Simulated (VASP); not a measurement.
The system is Fe.

```
Fe
1.0
     1.70008   -1.72624    0.00000
     1.70008    1.72624    0.00000
     0.00000    0.00000    3.70970
Fe
2
Direct
  0.50000 0.50000 0.50000
  0.00000 0.00000 0.00000
```

Base run:

- Program: VASP 6.6.1
- Functional: LDA
- Potentials or basis: VASP PAW LDA potentials, release 64 (Fe)
- Cutoff: 600 eV
- k mesh: 13 × 13 × 9
- Occupations: fermi-dirac, width 0.08 eV
- Spin: collinear spin, ferrimagnetic start
- Starting moments: [-1.2, 1.6] μB
- Fixed moment: 0.4 μB

Its results: pressure -23.7 GPa; site moments Fe -1.09, +1.49 μB.

The run is repeated on the same cell with these changes: fixed moment from 0.4 μB to 0.7 μB; moments at the start from [-1.2, 1.6] to [-1.05, 1.75]. What comes out?

Pressure -24.1 GPa; site moments Fe -0.85, +1.54 μB.

Caveats: the total moment is fixed, so each spin has its own Fermi level and the state may be an excited one; the stress differs along the axes, from -29 to -20 GPa (at least some runs); the stress differs along the axes, from -30 to -20 GPa (at least some runs).
